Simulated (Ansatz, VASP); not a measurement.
# C: VASP beside Ansatz

```
CELL_PARAMETERS angstrom
0.00000 1.70588 1.70588
1.70588 0.00000 1.70588
1.70588 1.70588 0.00000
ATOMIC_POSITIONS crystal
C 0.00000 0.00000 0.00000
C 0.25000 0.25000 0.25000
```

Alike in both runs: task single point; functional r2SCAN; k mesh 12 × 12 × 12; occupations gaussian, width 0.02 eV; no spin polarisation.

```csv
,VASP,Ansatz
version,VASP 6.6.1,Ansatz 0.2.0
potentials or method,"VASP PAW PBE potentials, release 64 (C), cutoff 520 eV","scalar-relativistic, plane waves, PAW"
valence electrons in the cell,8,8
```

|  | VASP | Ansatz | Ansatz less VASP |
| --- | --- | --- | --- |
| gap on the k mesh at the Fermi level (eV) | 4.67 | 4.70 | +0.038 |
| least direct gap on the mesh (eV) | 6.20 | 6.26 | +0.056 |

VASP's potentials were made for PBE, not for r2SCAN. With one functional, cell and mesh, what is left measures potentials, basis and numerics.
